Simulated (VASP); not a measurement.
Input of a VASP 6.6.1 run:

The input INCAR:

```
SYSTEM = SbSe2
ALGO = Normal ; EDIFF = 1E-6
ENCUT = 520 ; GGA = PE
ISIF = 2 ; ISMEAR = 0
LASPH = .True. ; LCHARG = .False.
LREAL = .False. ; LWAVE = .False.
NBANDS = 16 ; NELM = 60
PREC = Accurate ; SIGMA = 0.1
```

Contents of KPOINTS:

```
k-points
0
Gamma
  4 4 4
  0 0 0
```

Contents of POSCAR:

```
SbSe2
1.0
    0.0000000000      3.4532724451      3.4532724451
    3.4532724451      0.0000000000      3.4532724451
    3.4532724451      3.4532724451      0.0000000000
Sb Se
1 2
Direct
    0.0000000000      0.0000000000      0.0000000000
    0.2500000000      0.2500000000      0.2500000000
    0.7500000000      0.7500000000      0.7500000000
```

Potentials or basis: VASP PAW PBE potentials, release 64 (Sb, Se).

The run is started by

```console
$ cat potpaw_PBE.64/Sb/POTCAR potpaw_PBE.64/Se/POTCAR > POTCAR
$ mpirun -np 1 vasp_std > vasp.out
```

Task: What does it give for the pressure?

Result: -0.1 GPa.

Caveat: the k points lie up to 0.39 Å⁻¹ apart.
